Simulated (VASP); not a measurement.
Wanted: the native input for a VASP 6.6.1 run.

| Quantity | Value |
| --- | --- |
| Task | single point |
| Functional | PBE |
| Potentials or basis | VASP PAW PBE potentials, release 64 (Al, Ni) |
| Cutoff | 600 eV |
| k mesh | 14 × 14 × 4 |
| Occupations | gaussian, width 0.1 eV |
| Spin | collinear spin |
| Starting moments | [0.0, 0.0, 0.0, 0.67, 0.77, 0.67] μB |
| Dipole correction | no |
| Further INCAR settings | ALGO = Normal; EDIFF = 1e-06; NBANDS = 40 |

The structure of AlNi5 lies in POSCAR:

```
AlNi5
1.0
    2.6088042722      0.0000000000      0.0000000000
    0.0000000000      2.6088042722      0.0000000000
    0.0000000000      0.0000000000      9.9603824895
Al Ni
1 5
Direct
    0.0000000000      0.0000000000      0.0000000000
    0.5000000000      0.5000000000      0.1659679431
    0.5000000000      0.5000000000      0.8340320569
    0.0000000000      0.0000000000      0.3363509962
    0.5000000000      0.5000000000      0.5000000000
    0.0000000000      0.0000000000      0.6636490038
```

The input as run:

INCAR

```
ALGO = Normal ; EDIFF = 1E-6
ENCUT = 600 ; GGA = PE
GGA_COMPAT = F ; ISIF = 2
ISMEAR = 0 ; ISPIN = 2
LASPH = T ; LCHARG = F
LMAXMIX = 4 ; LORBIT = 11
LREAL = F ; LWAVE = F
MAGMOM = 0 0 0 0.67 0.77 0.67 ; NBANDS = 40
NELM = 200 ; PREC = Accurate
SIGMA = 0.1
```

KPOINTS

```
k-points
0
Gamma
  14 14 4
```

Potentials or basis: VASP PAW PBE potentials, release 64 (Al, Ni).

Command:

```bash
$ cat potpaw_PBE.64/Al/POTCAR potpaw_PBE.64/Ni/POTCAR > POTCAR
$ mpirun -np 1 vasp_std > vasp.out
```

It gave:

The pressure is -0.1 GPa, the largest force is 0.008 eV/Å and the net moment is 1.93 μB per cell. The site moments are Al -0.00; Ni +0.09, +0.57, +0.66 (each value once) μB and the valence electrons inside the program's atomic spheres are Al 0.84; Ni 9.39, 9.25, 9.27 (each value once).

It took 21 min on 1 thread of Intel Xeon 8259CL, on a shared host, peak memory 0.59 GiB.
